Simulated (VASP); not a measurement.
Sc: single point with PBEsol

Sc:

```
Sc
1.0
     0.00000    2.23644    2.27050
     2.23644    0.00000    2.27050
     2.23644    2.23644    0.00000
Sc
1
Direct
  0.00000 0.00000 0.00000
```

This cell differs from its parent crystal: strain -0.015 along x and y, +0.000 along z.

```
Program                : VASP 6.6.1
Task                   : single point
Functional             : PBEsol
Potentials or basis    : VASP PAW PBE potentials, release 64 (Sc_sv)
Cutoff                 : 520 eV
k mesh                 : 18 × 18 × 18
Occupations            : gaussian, width 0.15 eV
Spin                   : no spin polarisation
Dipole correction      : no
Further INCAR settings : ALGO = Normal; EDIFF = 1e-06; NBANDS = 12
```

* Pressure: 2.2 GPa
* Band gap on the k mesh: zero (an odd number of electrons rules out a gap without spin polarisation)

Stress tensor (GPa, compression positive):
```
2.37 0.00 0.00
0.00 2.37 0.00
0.00 0.00 1.90
```

Levels at points of the mesh, in eV from the Fermi level:
| k point | band 2 | band 3 | band 4 | band 5 | band 6 | band 7 | band 8 | band 9 |
| --- | --- | --- | --- | --- | --- | --- | --- | --- |
| (0.00, 0.00, 0.00) | -27.46 | -27.46 | -27.46 | -5.35 | 1.62 | 1.72 | 1.72 | 3.16 |
| (0.50, 0.00, 0.00) | -27.98 | -27.53 | -27.52 | -1.88 | 0.41 | 1.50 | 1.62 | 4.21 |
| (0.50, 0.50, 0.00) | -27.95 | -27.63 | -27.63 | -1.72 | -0.73 | 2.07 | 4.24 | 4.50 |
| (0.50, 0.00, 0.50) | -27.95 | -27.65 | -27.64 | -1.70 | -0.77 | 2.30 | 4.23 | 4.46 |

Run time: 120 s on 1 thread of Intel Xeon 8259CL (shared host), peak memory 0.24 GiB.

Caveat: the cell differs from its parent crystal (strain -0.015 along x and y, +0.000 along z); the PAW data sets were made with another functional, which shifts forces and pressure a little.
